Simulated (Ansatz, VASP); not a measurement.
## Two plane-wave programs on SrCl2

INCAR

```
ALGO     = Normal         # electronic algorithm
EDIFF    = 1E-7           # SCF threshold, eV
ENCUT    = 520            # plane-wave cutoff, eV
GGA      = PE             # functional
ISIF     = 2              # what is computed and relaxed
ISMEAR   = 0              # smearing method
LASPH    = True           # aspherical terms in the spheres
LCHARG   = False          # write CHGCAR
LREAL    = False          # projectors in reciprocal space
LWAVE    = False          # write WAVECAR
NBANDS   = 19             # bands
NELM     = 60             # most SCF steps
PREC     = Accurate       # precision mode
SIGMA    = 0.05           # smearing width, eV
```

File KPOINTS:

```
k-points
0
Gamma
  8 8 8
```

File POSCAR:

```
SrCl2
1.0
    0.0000000000      3.4730243661      3.4730243661
    3.4730243661      0.0000000000      3.4730243661
    3.4730243661      3.4730243661      0.0000000000
Sr Cl
1 2
Direct
    0.0000000000      0.0000000000      0.0000000000
    0.2500000000      0.2500000000      0.2500000000
    0.7500000000      0.7500000000      0.7500000000
```

Input for Ansatz:

```yaml
crystal:
  lattice:
    - [0.0, 3.4730243661, 3.4730243661]
    - [3.4730243661, 0.0, 3.4730243661]
    - [3.4730243661, 3.4730243661, 0.0]
  atoms:
    - { symbol: Sr, position: [0.0, 0.0, 0.0] }
    - { symbol: Cl, position: [0.25, 0.25, 0.25] }
    - { symbol: Cl, position: [0.75, 0.75, 0.75] }
basis:
  ecutwfc: 420
  ecutrho_ratio: 4
kpoints:
  mp_grid: { grid: [8, 8, 8] }
hamiltonian:
  xc: pbe
scf:
  occupations: { method: gaussian, width: 0.05 }
output:
  forces: true
  stress: true
  eigenvalues: true
```

Alike in both runs: task single point; functional PBE; k mesh 8 × 8 × 8; occupations gaussian, width 0.05 eV; no spin polarisation.

|  | VASP | Ansatz |
| --- | --- | --- |
| version | VASP 6.6.1 | Ansatz 0.2.0 |
| potentials or method | VASP PAW PBE potentials, release 64 (Sr_sv, Cl), cutoff 520 eV | scalar-relativistic, plane waves, PAW |
| valence electrons in the cell | 24 | 24 |

VASP gave:

| Property | Result |
| --- | --- |
| gap on the k mesh at the Fermi level (eV) | 5.39 |
| least direct gap on the mesh (eV) | 5.50 |
| pressure (GPa) | 1.6 |

What did Ansatz give for the same quantities?

gap on the k mesh at the Fermi level (eV): 5.40; least direct gap on the mesh (eV): 5.50; pressure (GPa): 1.5.
